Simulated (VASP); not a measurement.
Here is a VASP 6.6.1 calculation.

File INCAR:

```
PREC     = Accurate       # precision mode
ENCUT    = 520            # plane-wave cutoff, eV
EDIFF    = 1E-7           # SCF threshold, eV
ISMEAR   = 0              # smearing method
SIGMA    = 0.1            # smearing width, eV
LREAL    = False          # projectors in reciprocal space
LASPH    = True           # aspherical terms in the spheres
NELM     = 60             # most SCF steps
ALGO     = Normal         # electronic algorithm
ISIF     = 2              # what is computed and relaxed
LWAVE    = False          # write WAVECAR
LCHARG   = True           # write CHGCAR
GGA      = PE             # functional
LELF     = True           # ELF
LVHAR    = True         
NBANDS   = 50             # bands
```

KPOINTS

```
regular mesh
0
Gamma
  4 4 2
```

File POSCAR:

```
Sn3PbSe4
1.0
    4.3212560100      0.0000000000      0.0000000000
    0.0000000000      4.3212560100      0.0000000000
    0.0000000000      0.0000000000     12.2223577100
Sn Pb Se
3 1 4
Direct
    0.0000000000      0.0000000000      0.7500000000
    0.0000000000      0.0000000000      0.2500000000
    0.5000000000      0.5000000000      0.5000000000
    0.5000000000      0.5000000000      0.0000000000
    0.0000000000      0.0000000000      0.0000000000
    0.5000000000      0.5000000000      0.2500000000
    0.0000000000      0.0000000000      0.5000000000
    0.5000000000      0.5000000000      0.7500000000
```

Potentials or basis: VASP PAW PBE potentials, release 64 (Sn_d, Pb_d, Se).

Run with:

```bash
$ cat potpaw_PBE.64/Sn_d/POTCAR potpaw_PBE.64/Pb_d/POTCAR potpaw_PBE.64/Se/POTCAR > POTCAR
$ mpirun -np 1 vasp_std > vasp.out
```

Q: Predict the band gap on the k mesh.

A: 0.09 eV.

Q: Estimate the pressure.

A: -0.6 GPa.

Q: What does it give for the largest force?

A: 0.213 eV/Å.

Forces on the atoms (eV/Å):
```
Sn   0.000  0.000  0.007
Sn   0.000  0.000 -0.007
Sn   0.000  0.000  0.000
Pb   0.000  0.000  0.000
Se   0.000  0.000  0.000
Se   0.000  0.000  0.213
Se   0.000  0.000  0.000
Se   0.000  0.000 -0.213
```

Caveat: spin-orbit coupling is left out, which moves the levels of the heavy elements. A k mesh can miss the band edges.
